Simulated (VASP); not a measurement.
# H (P6_3/mmc) in VASP: a series of runs

H is run at these levels: PBE; tasks: single point, relaxation of cell and atoms.

Program: VASP 6.6.1. These are calculated values, not measurements. Logs are shortened: lines on timing, memory, paths and dates and some standing lists are left out, and cuts for length are marked.

## Step 1: The cell of the first run

Symmetry: P6_3/mmc, No. 194, hexagonal system. Conventional cell: a = 1.970 Å, b = 1.970 Å, c = 1.942 Å, α = 90.00°, β = 90.00°, γ = 120.00°. H (site symmetry -6m2) has 14 H at 1.50 to 1.97 Å within 2.0 Å.

## Step 2: Single point, PBE (volume scaled by 1.06)

INCAR reads:

```
PREC = Accurate
ENCUT = 520
EDIFF = 1E-6
ISMEAR = -1
SIGMA = 0.05
LREAL = F
LASPH = T
NELM = 80
ALGO = Normal
ISIF = 2
LWAVE = F
LCHARG = F
GGA = PE
NBANDS = 8
```

KPOINTS reads:

```
Automatic mesh
0
Gamma
  17 17 9
```

POSCAR reads:

```
H
1.0
    1.9701938220      0.0000000000      0.0000000000
   -0.9850969110      1.7062379003      0.0000000000
    0.0000000000      0.0000000000      1.9420689184
H
2
Direct
    0.3333333333      0.6666666667      0.2500000000
    0.6666666667      0.3333333333      0.7500000000
```

Potentials or basis: VASP PAW PBE potentials, release 64 (H).

On the command line:

```bash
$ cat potpaw_PBE.64/H/POTCAR > POTCAR
$ mpirun -np 1 vasp_std > vasp.out
```

OUTCAR:

```text
PREC = Accurate
   ENCUT = 520
   EDIFF = 1E-6
   ISMEAR = -1
   LREAL = F
   LASPH = T
   NELM = 80
   ISIF = 2
   GGA = PE

 ion  position               nearest neighbor table
   1  0.333  0.667  0.250-
   2  0.667  0.333  0.750-

  LATTYP: Found a hexagonal cell.
 ALAT       =     1.9701938220
 C/A-ratio  =     0.9857248037

  Lattice vectors:

 A1 = (   1.9701938220,   0.0000000000,   0.0000000000)
 A2 = (  -0.9850969110,   1.7062379003,   0.0000000000)
 A3 = (   0.0000000000,   0.0000000000,   1.9420689184)

Analysis of symmetry for initial positions (statically):
=====================================================================
 Subroutine PRICEL returns:
 Original cell was already a primitive cell.

 Routine SETGRP: Setting up the symmetry group for a
 hexagonal supercell.

 Subroutine GETGRP returns: Found 24 space group operations
 (whereof 12 operations were pure point group operations)
 out of a pool of 24 trial point group operations.

The static configuration has the point symmetry D_3d.
 The point group associated with its full space group is D_6h.

Analysis of symmetry for dynamics (positions and initial velocities):
=====================================================================
 Subroutine PRICEL returns:
 Original cell was already a primitive cell.

 Routine SETGRP: Setting up the symmetry group for a
 hexagonal supercell.

 Subroutine GETGRP returns: Found 24 space group operations
 (whereof 12 operations were pure point group operations)
 out of a pool of 24 trial point group operations.

The dynamic configuration has the point symmetry D_3d.
 The point group associated with its full space group is D_6h.

 Subroutine INISYM returns: Found 24 space group operations
 (whereof 12 operations are pure point group operations),
 and found     1 'primitive' translations

----------------------------------------------------------------------------------------

                                     Primitive cell

  volume of cell :       6.5285

  direct lattice vectors                    reciprocal lattice vectors
     1.970193822  0.000000000  0.000000000     0.507564276  0.293042371  0.000000000
    -0.985096911  1.706237900  0.000000000     0.000000000  0.586084742  0.000000000
     0.000000000  0.000000000  1.942068918     0.000000000  0.000000000  0.514914785

  length of vectors
     1.970193822  1.970193822  1.942068918     0.586084742  0.586084742  0.514914785

  position of ions in fractional coordinates (direct lattice)
     0.333333333  0.666666667  0.250000000
     0.666666667  0.333333333  0.750000000

  ion indices of the primitive-cell ions
   primitive index   ion index
                 1           1
                 2           2

----------------------------------------------------------------------------------------

 KPOINTS: Automatic mesh

Automatic generation of k-mesh.
 Grid dimensions read from file:
 generate k-points for:   17   17    9

 Generating k-lattice:

  Cartesian coordinates                     Fractional coordinates (reciprocal lattice)
     0.029856722  0.017237787  0.000000000     0.058823529  0.000000000  0.000000000
     0.000000000  0.034475573  0.000000000     0.000000000  0.058823529  0.000000000
     0.000000000  0.000000000  0.057212754     0.000000000  0.000000000  0.111111111

  Length of vectors
     0.034475573  0.034475573  0.057212754

  Shift w.r.t. Gamma in fractional coordinates (k-lattice)
     0.000000000  0.000000000  0.000000000

 Subroutine IBZKPT returns following result:
 ===========================================

 Found    165 irreducible k-points:

 Following reciprocal coordinates:
            Coordinates               Weight
  0.000000  0.000000  0.000000      1.000000
  0.058824 -0.000000  0.000000      6.000000
  0.117647 -0.000000  0.000000      6.000000
  0.176471 -0.000000  0.000000      6.000000
  0.235294 -0.000000  0.000000      6.000000
  0.294118  0.000000  0.000000      6.000000
[... 16 lines left out ...]
  0.411765  0.117647  0.000000     12.000000
  0.176471  0.176471  0.000000      6.000000
 [... further k-points ...]
   k-points           NKPTS =    165   k-points in BZ     NKDIM =    165   number of bands    NBANDS=      8
   number of dos      NEDOS =    301   number of ions     NIONS =      2
   total plane-waves  NPLWV =   3584
   dimension x,y,z NGX =    16 NGY =   16 NGZ =   14
   dimension x,y,z NGXF=    32 NGYF=   32 NGZF=   28
   ions per type =               2
   NGX,Y,Z   is equivalent  to a cutoff of  13.50, 13.50, 11.98 a.u.
   NGXF,Y,Z  is equivalent  to a cutoff of  27.00, 27.00, 23.97 a.u.
 SYSTEM =  unknown system
   PREC   = accura    normal or accurate (medium, high low for compatibility)
   ISTART =      0    job   : 0-new  1-cont  2-samecut
   ICHARG =      2    charge: 1-file 2-atom 10-const
   ISPIN  =      1    spin polarized calculation?
   LNONCOLLINEAR =      F non collinear calculations
   LSORBIT =      F    spin-orbit coupling
   LASPH  =      T    aspherical Exc in radial PAW
   ENCUT  =  520.0 eV  38.22 Ry    6.18 a.u.   3.66  3.66  3.61*2*pi/ulx,y,z
   NELM   =     80;   NELMIN=  2; NELMDL= -5     # of ELM steps
   EDIFF  = 0.1E-05   stopping-criterion for ELM
   LREAL  =      F    real-space projection
[... 7 lines left out ...]
   TEBEG  =    0.0;   TEEND  =   0.0 temperature during run
   PSTRESS=    0.0 pullay stress
   NELECT =       2.0000    total number of electrons
   NUPDOWN=      -1.0000    fix difference up-down
   EMIN   =  10.00;   EMAX   =-10.00  energy-range for DOS
   EFERMI =   0.00;   METHOD = LEGACY
   ISMEAR =    -1;   SIGMA  =   0.05  broadening in eV -4-tet -1-fermi 0-gaus
   EFERMI_NEDOS =   21; number of points for ismear=-14 and -15
   IALGO  =     38    algorithm
   IMIX   =      4    mixing-type and parameters
     AMIX     =   0.40;   BMIX     =  1.00
     AMIX_MAG =   1.60;   BMIX_MAG =  1.00
  volume/ion in A,a.u.               =       3.26        22.03
  Fermi-wavevector in a.u.,A,eV,Ry     =   1.103605  2.085512 16.571143  1.217945
  Thomas-Fermi vector in A             =   2.240066
   LORBIT       =      0    0 simple, 1 ext, 2 COOP (PROOUT), +10 PAW based schemes
   GGA     = PE    functional components
   LHFCALC =     F    Hartree Fock is set to
   AEXX    =    0.0000 exact exchange contribution
   IVDW    =     0    specifies the selected vdW correction
   LEPSILON=     F    determine dielectric tensor
   LRPA    =     F    only Hartree local field effects (RPA)
 non-spin polarized calculation
  energy-cutoff  :      520.00
  volume of cell :        6.53
 maximum number of plane-waves:       184
 NGX is ok and might be reduce to    16
   NGX =  7   NGY =  7   NGZ =  7

 number of electron       2.0000000 magnetization

 Free energy of the ion-electron system (eV)
  ---------------------------------------------------
  ext. energy  EPLUGINS =         0.00000000
  ---------------------------------------------------
  free energy    TOTEN  =        -4.53439394 eV

  energy without entropy =       -4.53268422  energy(sigma->0) =       -4.53353908

 E-fermi :   2.3152     XC(G=0): -10.6723

 val. band max:        2.2530642572   @ k =   0.3529   0.2941   0.1111
 cond. band min:       2.3363846034   @ k =   0.3529   0.1176   0.4444
 fundamental gap:      0.0833203462
 Fermi energy:         2.3152033058

 k-point     1 :       0.0000    0.0000    0.0000
  band No.  band energies     occupation
      1     -13.2343      2.00000
      2      18.1054      0.00000
      3      29.4840      0.00000
      4      37.1778      0.00000
      5      39.4601      0.00000
      6      39.9255      0.00000
      7      39.9255      0.00000
      8      42.8893      0.00000

 k-point     2 :       0.0588   -0.0000    0.0000
  band No.  band energies     occupation
      1     -13.0639      2.00000
      2      17.9362      0.00000
      3      29.6614      0.00000
      4      34.6140      0.00000
      5      36.9557      0.00000
      6      38.2100      0.00000
      7      41.8452      0.00000
      8      44.9554      0.00000

 k-point     3 :       0.1176   -0.0000    0.0000
  band No.  band energies     occupation
      1     -12.5530      2.00000
      2      17.3203      0.00000
      3      30.1926      0.00000
      4      30.5651      0.00000
      5      34.9274      0.00000
      6      35.8777      0.00000
      7      44.9544      0.00000
      8      48.3466      0.00000

 k-point     4 :       0.1765   -0.0000    0.0000
  band No.  band energies     occupation
      1     -11.7039      2.00000
      2      15.9490      0.00000
      3      27.1974      0.00000
      4      31.0771      0.00000
      5      33.6975      0.00000
      6      33.7942      0.00000
      7      48.3391      0.00000
      8      52.1852      0.00000

 k-point     5 :       0.2353   -0.0000    0.0000
  band No.  band energies     occupation
      1     -10.5224      2.00000
      2      13.6128      0.00000
      3      24.9505      0.00000
      4      32.0377      0.00000
      5      32.3132      0.00000
      6      33.2178      0.00000
      7      51.2663      0.00000
      8      55.9766      0.00000
[... 177 lines left out ...]
 k-point    22 :       0.3529    0.1176    0.0000
  band No.  band energies     occupation
      1      -4.6960      2.00000
      2       4.5328      0.00000
      3      17.6604      0.00000
      4      31.9844      0.00000
      5      38.5822      0.00000
      6      38.7603      0.00000
      7      44.4699      0.00000
      8      47.9981      0.00000

 k-point    23 :       0.4118    0.1176    0.0000
  band No.  band energies     occupation
      1      -2.7834      2.00000
      2       2.1088      1.96828
      3      17.2367      0.00000
      4      32.4858      0.00000
      5      39.6958      0.00000
      6      40.9251      0.00000
      7      42.0736      0.00000
      8      44.9649      0.00000

 k-point    24 :       0.1765    0.1765    0.0000
  band No.  band energies     occupation
      1      -8.6823      2.00000
      2      11.2346      0.00000
      3      19.1839      0.00000
      4      30.1273      0.00000
      5      34.2513      0.00000
      6      43.3789      0.00000
      7      45.1100      0.00000
      8      52.7241      0.00000

 [... further k-points ...]
[... 5 lines left out ...]
  --------------------------------------------------------------------------------------
  -------------------------------------------------------------------------------------
  Total       -0.2276761     -0.2276761     -0.2508259      0.0000000     -0.0000000      0.0000000
  in kB      -55.8746629    -55.8746630    -61.5559063      0.0000000     -0.0000000      0.0000000
  external PRESSURE =     -57.7684107 kB  Pullay stress =       0.0000000 kB

 VOLUME and BASIS-vectors are now :
 -----------------------------------------------------------------------------
  energy-cutoff  :      520.00
  volume of cell :        6.53
      direct lattice vectors                 reciprocal lattice vectors
     1.970193822  0.000000000  0.000000000     0.507564276  0.293042371  0.000000000
    -0.985096911  1.706237900  0.000000000     0.000000000  0.586084742  0.000000000
     0.000000000  0.000000000  1.942068918     0.000000000  0.000000000  0.514914785

 POSITION                                       TOTAL-FORCE (eV/Angst)
 -----------------------------------------------------------------------------------
     -0.00000      1.13749      0.48552        -0.000000     -0.000000      0.000000
      0.98510      0.56875      1.45655         0.000000      0.000000      0.000000
 -----------------------------------------------------------------------------------
    total drift:                                0.000000     -0.000000      0.000000

  FREE ENERGIE OF THE ION-ELECTRON SYSTEM (eV)
  ---------------------------------------------------
  free  energy   TOTEN  =        -4.5343939382 eV

  energy  without entropy=       -4.5326842171  energy(sigma->0) =       -4.53353908
```

Wall time 3.5 s (1 thread of Intel Xeon 6975P-C (Granite Rapids), shared host); peak memory 0.11 GiB.

Results:

- Free energy: -4.5344 eV
- Pressure: -5.8 GPa
- Band gap on the k mesh: zero (band 1 reaches 5.98 eV, above the bottom of band 2 at -1.41 eV)

[end of part 1 of 2]
